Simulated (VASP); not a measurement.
Input of a VASP 6.6.1 run:

The input INCAR:

```
SYSTEM = Al30Si
PREC = Accurate
ENCUT = 520
EDIFF = 1E-7
ISMEAR = -1
SIGMA = 0.15
LREAL = Auto
LASPH = .TRUE.
NELM = 60
ALGO = Normal
ISIF = 2
LWAVE = .FALSE.
LCHARG = .TRUE.
GGA = PE
LELF = .TRUE.
LVHAR = .TRUE.
NBANDS = 68
```

The input KPOINTS:

```
regular mesh
0
G
  2 2 2
  0 0 0
```

The input POSCAR:

```
Al30Si
1.0
    8.1000000000      0.0000000000      0.0000000000
    0.0000000000      8.1000000000      0.0000000000
    0.0000000000      0.0000000000      8.1000000000
Si Al
1 30
Direct
    0.5044242761     -0.0006314906      0.0047541267
    0.7471068315      0.2502531494      0.0017088781
    0.7466474875      0.0000911421      0.2470410881
   -0.0025820077     -0.0000397534      0.0013787810
    0.2524652098      0.2446335131     -0.0009004321
    0.5009286587      0.5000450842      0.0010330529
    0.7472064686      0.7496565866      0.0014792378
    0.2514621647      0.0001890619      0.2479364068
    0.5012456011      0.2501773480      0.2472252566
    0.7474549761      0.5000548827      0.2478993356
    0.5015032729      0.0000722994      0.4978376869
    0.7475273398      0.2509025200      0.4981828629
    0.7477286356     -0.0000846454      0.7521309738
   -0.0019929145      0.4999695912      0.0016293564
    0.2527273470      0.7558459658     -0.0011763885
   -0.0021281135      0.2508395918      0.2478070143
    0.2502553039      0.5004189478      0.2464891801
    0.5012010604      0.7497247913      0.2473874789
   -0.0012079790      0.0003255593      0.4990830922
    0.2514114143      0.2492574489      0.4994544861
    0.5014342765      0.4999643483      0.4983614281
    0.7474920377      0.7493653591      0.4978904205
    0.4990232659      0.2442137244      0.7531981147
    0.7466074192      0.4998942404      0.7503663156
   -0.0024262278      0.7496119744      0.2476078175
   -0.0012868311      0.5002254596      0.4988360597
    0.2512530574      0.7510786080      0.4992512995
   -0.0009320938      0.2491779209      0.7512271684
    0.2516693304      0.5001257952      0.7519745525
    0.4991564643      0.7552451033      0.7526187293
   -0.0010031320      0.7510527725      0.7512726196
```

Potentials or basis: VASP PAW PBE potentials, release 64 (Si, Al).

The run is started by

```sh
$ cat potpaw_PBE.64/Si/POTCAR potpaw_PBE.64/Al/POTCAR > POTCAR
$ mpirun -np 1 vasp_std > vasp.out
```

(1) What does it give for the largest force?

(2) Estimate the band gap on the k mesh.

(3) Estimate the pressure.

Answers

(1) 0.016 eV/Å.

(2) zero (band 47 reaches 7.86 eV, above the bottom of band 48 at 6.93 eV).

(3) -1.3 GPa.

Caveat: the k points lie up to 0.39 Å⁻¹ apart.
